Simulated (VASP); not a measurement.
# Fe (Im-3m) in VASP: further runs

Fe is run at these levels: PBEsol-based global hybrid with 25 % exact exchange, PBE0, RPBE, b88 exchange, pbe correlation; tasks: single point.

Program: VASP 6.6.1. These are calculated values, not measurements. Logs are shortened: lines on timing, memory, paths and dates and some standing lists are left out, and cuts for length are marked.

## 1. The cell of the first run

Symmetry: Im-3m, No. 229, cubic system. The conventional cell has a = 2.875 Å, b = 2.875 Å, c = 2.875 Å, α = 90.00°, β = 90.00°, γ = 90.00°. Within 3.3 Å of Fe (site symmetry m-3m) lie 14 Fe at 2.49 to 2.88 Å.

## 2. Single point, PBEsol-based global hybrid with 25 % exact exchange, collinear spin, ferromagnetic start

File POSCAR:

```
Fe
1.0
   -1.4376182369      1.4376182369      1.4376182369
    1.4376182369     -1.4376182369      1.4376182369
    1.4376182369      1.4376182369     -1.4376182369
Fe
1
Direct
    0.0000000000      0.0000000000      0.0000000000
```

File INCAR.step1:

```
SYSTEM = Fe
PREC = Accurate
ENCUT = 520
EDIFF = 1E-5
ISMEAR = -1
SIGMA = 0.05
LREAL = .FALSE.
LASPH = .TRUE.
NELM = 150
ALGO = Normal
ISIF = 2
LWAVE = .TRUE.
LCHARG = .FALSE.
ISPIN = 2
MAGMOM = 3
LORBIT = 11
LMAXMIX = 4
GGA = PE
NBANDS = 14
```

File INCAR.step2:

```
SYSTEM = Fe
PREC = Accurate
ENCUT = 520
EDIFF = 1E-6
ISMEAR = -1
SIGMA = 0.05
LREAL = .FALSE.
LASPH = .TRUE.
NELM = 150
ALGO = Normal
ISIF = 2
LWAVE = .FALSE.
LCHARG = .FALSE.
ISPIN = 2
MAGMOM = 3
LORBIT = 11
LMAXMIX = 4
GGA = PS
LHFCALC = .TRUE.
AEXX = 0.25
PRECFOCK = Normal
ISTART = 1
NBANDS = 14
```

File KPOINTS:

```
regular mesh
0
G
  7 7 7
  0 0 0
```

Potentials or basis: VASP PAW PBE potentials, release 64 (Fe).

Run with:

```sh
cat potpaw_PBE.64/Fe/POTCAR > POTCAR
cp INCAR.step1 INCAR
mpirun -np 1 vasp_std > vasp.out
cp INCAR.step2 INCAR
mpirun -np 1 vasp_std > vasp.out
```

OUTCAR:

```text
SYSTEM = Fe
   PREC = Accurate
   ENCUT = 520
   EDIFF = 1E-6
   ISMEAR = -1
   LREAL = .FALSE.
   LASPH = .TRUE.
   NELM = 150
   ISIF = 2
   ISPIN = 2
   LORBIT = 11
   GGA = PS
   LHFCALC = .TRUE.
   AEXX = 0.25
   PRECFOCK = Normal
   ISTART = 1

 ion  position               nearest neighbor table
   1  0.000  0.000  0.000-

  LATTYP: Found a body centered cubic cell.
 ALAT       =     2.8752364738

  Lattice vectors:

 A1 = (  -1.4376182369,   1.4376182369,   1.4376182369)
 A2 = (   1.4376182369,  -1.4376182369,   1.4376182369)
 A3 = (   1.4376182369,   1.4376182369,  -1.4376182369)

Analysis of symmetry for initial positions (statically):
=====================================================================
 Subroutine PRICEL returns:
 Original cell was already a primitive cell.

 Routine SETGRP: Setting up the symmetry group for a
 body centered cubic supercell.

 Subroutine GETGRP returns: Found 48 space group operations
 (whereof 48 operations were pure point group operations)
 out of a pool of 48 trial point group operations.

The static configuration has the point symmetry O_h .

Analysis of symmetry for dynamics (positions and initial velocities):
=====================================================================
 Subroutine PRICEL returns:
 Original cell was already a primitive cell.

 Routine SETGRP: Setting up the symmetry group for a
 body centered cubic supercell.

 Subroutine GETGRP returns: Found 48 space group operations
 (whereof 48 operations were pure point group operations)
 out of a pool of 48 trial point group operations.

The dynamic configuration has the point symmetry O_h .

Analysis of structural, dynamic, and magnetic symmetry:
=====================================================================
 Subroutine PRICEL returns:
 Original cell was already a primitive cell.

 Routine SETGRP: Setting up the symmetry group for a
 body centered cubic supercell.

 Subroutine GETGRP returns: Found 48 space group operations
 (whereof 48 operations were pure point group operations)
 out of a pool of 48 trial point group operations.

The overall configuration has the point symmetry O_h .

 Subroutine INISYM returns: Found 48 space group operations
 (whereof 48 operations are pure point group operations),
 and found     1 'primitive' translations

----------------------------------------------------------------------------------------

                                     Primitive cell

  volume of cell :      11.8848

  direct lattice vectors                    reciprocal lattice vectors
    -1.437618237  1.437618237  1.437618237     0.000000000  0.347797480  0.347797480
     1.437618237 -1.437618237  1.437618237     0.347797480  0.000000000  0.347797480
     1.437618237  1.437618237 -1.437618237     0.347797480  0.347797480  0.000000000

  length of vectors
     2.490027828  2.490027828  2.490027828     0.491859913  0.491859913  0.491859913

  position of ions in fractional coordinates (direct lattice)
     0.000000000  0.000000000  0.000000000

  ion indices of the primitive-cell ions
   primitive index   ion index
                 1           1

----------------------------------------------------------------------------------------

 KPOINTS: regular mesh

Automatic generation of k-mesh.
 Grid dimensions read from file:
 generate k-points for:    7    7    7

 Generating k-lattice:

  Cartesian coordinates                     Fractional coordinates (reciprocal lattice)
     0.000000000  0.049685354  0.049685354     0.142857143  0.000000000  0.000000000
     0.049685354  0.000000000  0.049685354     0.000000000  0.142857143  0.000000000
     0.049685354  0.049685354  0.000000000     0.000000000  0.000000000  0.142857143

  Length of vectors
     0.070265702  0.070265702  0.070265702

  Shift w.r.t. Gamma in fractional coordinates (k-lattice)
     0.000000000  0.000000000  0.000000000

 Subroutine IBZKPT returns following result:
 ===========================================

 Found     20 irreducible k-points:

 Following reciprocal coordinates:
            Coordinates               Weight
  0.000000  0.000000  0.000000      1.000000
  0.142857  0.000000  0.000000     12.000000
  0.285714  0.000000  0.000000     12.000000
  0.428571  0.000000  0.000000     12.000000
  0.142857  0.142857  0.000000     24.000000
  0.285714  0.142857 -0.000000     48.000000
[... 12 lines left out ...]
 -0.428571 -0.428571  0.285714      8.000000
 -0.428571  0.428571  0.428571      6.000000
   k-points           NKPTS =     20   k-points in BZ     NKDIM =    343   number of bands    NBANDS=     14
   number of dos      NEDOS =    301   number of ions     NIONS =      1
   total plane-waves  NPLWV =   8000
   dimension x,y,z NGX =    20 NGY =   20 NGZ =   20
   dimension x,y,z NGXF=    40 NGYF=   40 NGZF=   40
   ions per type =               1
   NGX,Y,Z   is equivalent  to a cutoff of  13.35, 13.35, 13.35 a.u.
[... 57 lines left out ...]

 Free energy of the ion-electron system (eV)
  ---------------------------------------------------
  ext. energy  EPLUGINS =         0.00000000
  ---------------------------------------------------
  free energy    TOTEN  =       -12.99109192 eV

  energy without entropy =      -12.98894573  energy(sigma->0) =      -12.99001882

 E-fermi :   5.4585     XC(G=0): -10.1818

 val. band max:        5.0570264875   @ k =   0.1429   0.1429   0.0000
 cond. band min:       5.5028640285   @ k =  -0.2857   0.2857   0.1429
 fundamental gap:      0.4458375410
 Fermi energy:         5.4585072282

 spin component 1

 k-point     1 :       0.0000    0.0000    0.0000
  band No.  band energies     occupation
      1      -4.4646      1.00000
      2      -0.0335      1.00000
      3      -0.0335      1.00000
      4      -0.0335      1.00000
      5       1.2299      1.00000
      6       1.2299      1.00000
      7      31.4436      0.00000
      8      31.4436      0.00000
      9      31.4436      0.00000
     10      36.3791      0.00000
     11      36.3791      0.00000
     12      38.4155      0.00000
     13      38.4155      0.00000
     14      38.4155      0.00000

 k-point     2 :       0.1429    0.0000    0.0000
  band No.  band energies     occupation
      1      -3.5793      1.00000
      2      -0.2236      1.00000
      3      -0.0219      1.00000
      4       0.3975      1.00000
      5       1.0851      1.00000
      6       1.2583      1.00000
      7      27.0409      0.00000
      8      29.9455      0.00000
      9      30.8320      0.00000
     10      33.5158      0.00000
[... 294 lines left out ...]
 k-point    20 :      -0.4286    0.4286    0.4286
  band No.  band energies     occupation
      1      -1.9659      1.00000
      2      -1.9309      1.00000
      3       2.0334      1.00000
      4       2.0334      1.00000
      5       2.1953      1.00000
      6      13.4797      0.00000
      7      16.8018      0.00000
      8      16.8018      0.00000
      9      21.7412      0.00000
     10      23.2133      0.00000
     11      28.2950      0.00000
     12      44.5487      0.00000
     13      49.6948      0.00000
     14      49.6948      0.00000
 Fermi energy:         5.4585072282

 spin component 2

 k-point     1 :       0.0000    0.0000    0.0000
  band No.  band energies     occupation
      1      -4.8453      1.00000
      2       6.7688      0.00000
      3       6.7688      0.00000
      4       6.7688      0.00000
      5       9.4906      0.00000
      6       9.4906      0.00000
      7      30.8763      0.00000
      8      30.8763      0.00000
      9      30.8763      0.00000
     10      36.6365      0.00000
     11      36.6365      0.00000
     12      39.7587      0.00000
     13      39.7587      0.00000
     14      39.7587      0.00000

 k-point     2 :       0.1429    0.0000    0.0000
  band No.  band energies     occupation
      1      -3.9444      1.00000
      2       6.2274      0.00000
      3       6.4603      0.00000
      4       7.3040      0.00000
      5       9.1585      0.00000
      6       9.4933      0.00000
      7      27.5369      0.00000
      8      29.7606      0.00000
      9      30.8699      0.00000
     10      34.6888      0.00000
[... 294 lines left out ...]
 k-point    20 :      -0.4286    0.4286    0.4286
  band No.  band energies     occupation
      1       2.2186      1.00000
      2       2.4283      1.00000
      3       9.3443      0.00000
      4       9.3444      0.00000
      5       9.7971      0.00000
      6      14.3827      0.00000
      7      17.2059      0.00000
      8      17.2059      0.00000
      9      23.9923      0.00000
     10      24.8460      0.00000
     11      29.3112      0.00000
     12      44.8548      0.00000
     13      50.2622      0.00000
     14      50.2622      0.00000

------------------------ aborting loop because EDIFF is reached ----------------------------------------

  FORCE on cell =-STRESS in cart. coord.  units (eV):
  Direction    XX          YY          ZZ          XY          YZ          ZX
  --------------------------------------------------------------------------------------
  -------------------------------------------------------------------------------------
  Total        0.0195130      0.0195130      0.0195130      0.0000000      0.0000000     -0.0000000
  in kB        2.6305287      2.6305287      2.6305287      0.0000000      0.0000000     -0.0000000
  external PRESSURE =       2.6305287 kB  Pullay stress =       0.0000000 kB

 VOLUME and BASIS-vectors are now :
 -----------------------------------------------------------------------------
  energy-cutoff  :      520.00
  volume of cell :       11.88
      direct lattice vectors                 reciprocal lattice vectors
    -1.437618237  1.437618237  1.437618237     0.000000000  0.347797480  0.347797480
     1.437618237 -1.437618237  1.437618237     0.347797480  0.000000000  0.347797480
     1.437618237  1.437618237 -1.437618237     0.347797480  0.347797480  0.000000000

 POSITION                                       TOTAL-FORCE (eV/Angst)
 -----------------------------------------------------------------------------------
      0.00000      0.00000      0.00000        -0.000000      0.000000     -0.000000
 -----------------------------------------------------------------------------------
    total drift:                               -0.000000      0.000000     -0.000000

  FREE ENERGIE OF THE ION-ELECTRON SYSTEM (eV)
  ---------------------------------------------------
  free  energy   TOTEN  =       -12.9910919197 eV

  energy  without entropy=      -12.9889457262  energy(sigma->0) =      -12.99001882

 total charge

# of ion       s       p       d       tot
------------------------------------------
    1        0.490   0.553   6.166   7.209

 magnetization (x)

# of ion       s       p       d       tot
------------------------------------------
    1       -0.036  -0.141   3.083   2.906
```

Run time: 54 min. Hardware: 1 thread of AMD EPYC 7R43 (Zen 3), shared host; peak memory 0.11 GiB.

What came out:

| Quantity | Value |
| --- | --- |
| Free energy | -12.9911 eV |
| Pressure | 0.3 GPa |
| Net moment | 2.86 μB per cell |
| Site moments | Fe +2.91 μB |
| Valence electrons inside the program's atomic spheres | Fe 7.21 |

Caveat: the k points lie up to 0.44 Å⁻¹ apart; the PAW data sets were made with another functional, which shifts forces and pressure a little.

## 3. Single point, PBE0, collinear spin, ferromagnetic start

This run uses another cell than the first one, of 12.28 Å³/atom.

File POSCAR:

```
Fe
1.0
   -1.4534916535      1.4534916535      1.4534916535
    1.4534916535     -1.4534916535      1.4534916535
    1.4534916535      1.4534916535     -1.4534916535
Fe
1
Direct
    0.0000000000      0.0000000000      0.0000000000
```

File INCAR.step1:

```
  PREC = Accurate
  ENCUT = 520
  EDIFF = 1E-5
  ISMEAR = -1
  SIGMA = 0.05
  LREAL = False
  LASPH = True
  NELM = 150
  ALGO = Normal
  ISIF = 2
  LWAVE = True
  ISPIN = 2
  MAGMOM = 3
  LORBIT = 11
  LMAXMIX = 4
  GGA = PE
  NBANDS = 14
```

File INCAR.step2:

```
  PREC = Accurate
  ENCUT = 520
  EDIFF = 1E-6
  ISMEAR = -1
  SIGMA = 0.05
  LREAL = False
  LASPH = True
  NELM = 150
  ALGO = Normal
  ISIF = 2
  LWAVE = False
  LCHARG = True
  ISPIN = 2
  MAGMOM = 3
  LORBIT = 11
  LMAXMIX = 4
  GGA = PE
  LHFCALC = True
  AEXX = 0.25
  PRECFOCK = Normal
  LELF = True
  LVHAR = True
  ISTART = 1
  NBANDS = 14
```

File KPOINTS:

```
regular mesh
0
Gamma
  7 7 7
```

Potentials or basis: VASP PAW PBE potentials, release 64 (Fe).

Run with:

```sh
cat potpaw_PBE.64/Fe/POTCAR > POTCAR
cp INCAR.step1 INCAR
mpirun -np 1 vasp_std > vasp.out
cp INCAR.step2 INCAR
mpirun -np 1 vasp_std > vasp.out
```

Run time: 44 min. Hardware: 1 thread of AMD EPYC 7R43 (Zen 3), shared host; peak memory 0.11 GiB.

The run converged. Its results:

```yaml
Free_energy: -12.5909 eV
Pressure: 0.4 GPa
Net_moment: 2.86 μB per cell
Site_moments: Fe +2.94 μB
Valence_electrons_inside_the_program's_atomic_spheres: Fe 7.14
```

Levels at points of the mesh, in eV from the Fermi level:
Spin up:
| k point | band 1 | band 2 | band 3 | band 4 | band 5 | band 6 | band 7 | band 8 | band 9 | band 10 |
| --- | --- | --- | --- | --- | --- | --- | --- | --- | --- | --- |
| (0.00, 0.00, 0.00) | -9.74 | -5.58 | -5.58 | -5.58 | -4.41 | -4.41 | 25.62 | 25.62 | 25.62 | 30.32 |
Spin down:
| k point | band 1 | band 2 | band 3 | band 4 | band 5 | band 6 |
| --- | --- | --- | --- | --- | --- | --- |
| (0.00, 0.00, 0.00) | -10.27 | 1.26 | 1.26 | 1.26 | 3.98 | 3.98 |

Caveat: the k points lie up to 0.44 Å⁻¹ apart; the PAW data sets were made with another functional, which shifts forces and pressure a little.

## 4. Single point, RPBE, collinear spin, zero start (11.30 Å³/atom)

This run uses another cell than the first one, of 11.30 Å³/atom.

File INCAR:

```
PREC = Accurate ; ENCUT = 600
EDIFF = 1E-6 ; ISMEAR = -1
SIGMA = 0.01 ; LREAL = F
LASPH = T ; NELM = 200
ALGO = Normal ; ISIF = 2
LWAVE = F ; LCHARG = F
ISPIN = 2 ; MAGMOM = 0
LORBIT = 11 ; NUPDOWN = 0.0
LMAXMIX = 4 ; GGA = RP
NBANDS = 14 ; GGA_COMPAT = F
```

File KPOINTS:

```
regular mesh
0
Gamma
  13 13 13
```

File POSCAR:

```
Fe
1.0
   -1.4135427549      1.4135427549      1.4135427549
    1.4135427549     -1.4135427549      1.4135427549
    1.4135427549      1.4135427549     -1.4135427549
Fe
1
Direct
    0.0000000000      0.0000000000      0.0000000000
```

Run with:

```sh
cat potpaw_PBE.64/Fe/POTCAR > POTCAR
mpirun -np 1 vasp_std > vasp.out
```

It took 13 s on 1 thread of Intel Xeon 6975P-C (Granite Rapids), shared host; peak memory 0.15 GiB.

It converged, with:

| Quantity | Value |
| --- | --- |
| Free energy | -7.1840 eV |
| Pressure | -12.0 GPa |
| Net moment | 0.00 μB per cell |
| Valence electrons inside the program's atomic spheres | Fe 7.26 |

Caveat: the cell stands under tension; the PAW data sets were made with another functional, which shifts forces and pressure a little; the total moment is fixed, so each spin has its own Fermi level.

## 5. Single point, b88 exchange, pbe correlation, collinear spin, ferromagnetic start

This run uses another cell than the first one, of 11.30 Å³/atom.

File INCAR:

```
PREC = Accurate
ENCUT = 600
EDIFF = 1E-6
ISMEAR = -1
SIGMA = 0.05
LREAL = F
LASPH = T
NELM = 200
ALGO = Normal
ISIF = 2
LWAVE = F
LCHARG = T
ISPIN = 2
MAGMOM = 3
LORBIT = 11
LMAXMIX = 4
GGA = LIBXC
LIBXC1 = GGA_X_B88
LIBXC2 = GGA_C_PBE
LELF = T
LVHAR = T
NBANDS = 14
GGA_COMPAT = F
```

KPOINTS is that of step 4.

POSCAR is that of step 4.

Run with:

```sh
cat potpaw_PBE.64/Fe/POTCAR > POTCAR
mpirun -np 1 vasp_std > vasp.out
```

Run time: 16 s. Hardware: 1 thread of Intel Xeon 6975P-C (Granite Rapids), shared host; peak memory 0.14 GiB.

It converged, with:

| Item | Value |
| --- | --- |
| Free energy | -8.1379 eV |
| Pressure | -0.5 GPa |
| Net moment | 2.12 μB per cell |
| Site moments | Fe +2.12 μB |
| Valence electrons inside the program's atomic spheres | Fe 7.29 |

Levels at points of the mesh, in eV from the Fermi level:
Spin up:
```tsv
k point	band 3	band 4	band 5	band 6	band 7	band 8
(0.00, 0.00, 0.00)	-2.30	-2.30	-1.10	-1.10	25.13	25.13
```
Spin down:
```csv
k point,band 1,band 2,band 3,band 4,band 5,band 6,band 7
"(0.00, 0.00, 0.00)",-8.27,-0.49,-0.49,-0.49,1.62,1.62,24.88
```

Caveat: the PAW data sets were made with another functional, which shifts forces and pressure a little.

## 6. Overview

```csv
level,spin,fixed moment (μB),cell,k mesh,cutoff (eV),smearing,grid for exact exchange (PRECFOCK),share of exact exchange,gap on the mesh (eV),pressure (GPa),moment (μB)
PBEsol-based global hybrid with 25 % exact exchange,"collinear, ferromagnetic start",-,"a = 2.490 Å, angles 109.5°, 1 atom",7 × 7 × 7,520,fermi-dirac 0.05 eV,Normal,0.25,none,0.3,2.86
PBE0,"collinear, ferromagnetic start",-,"a = 2.518 Å, angles 109.5°, 1 atom",7 × 7 × 7,520,fermi-dirac 0.05 eV,Normal,0.25,none,0.4,2.86
RPBE,"collinear, zero start",0.0,"a = 2.448 Å, angles 109.5°, 1 atom",13 × 13 × 13,600,fermi-dirac 0.01 eV,-,-,-,-12.0,0.00
"b88 exchange, pbe correlation","collinear, ferromagnetic start",-,"a = 2.448 Å, angles 109.5°, 1 atom",13 × 13 × 13,600,fermi-dirac 0.05 eV,-,-,none,-0.5,2.12
```

Alike in all rows: task single point; potentials or basis VASP PAW PBE potentials, release 64 (Fe).

Caveats: some runs use coarse meshes; the PAW data sets were made with another functional, which shifts forces and pressure a little; the cell stands under tension (at least some runs); the total moment is fixed, so each spin has its own Fermi level (at least some runs).

Total energies depend on the potentials used, so only differences within one code and one set of settings carry meaning.
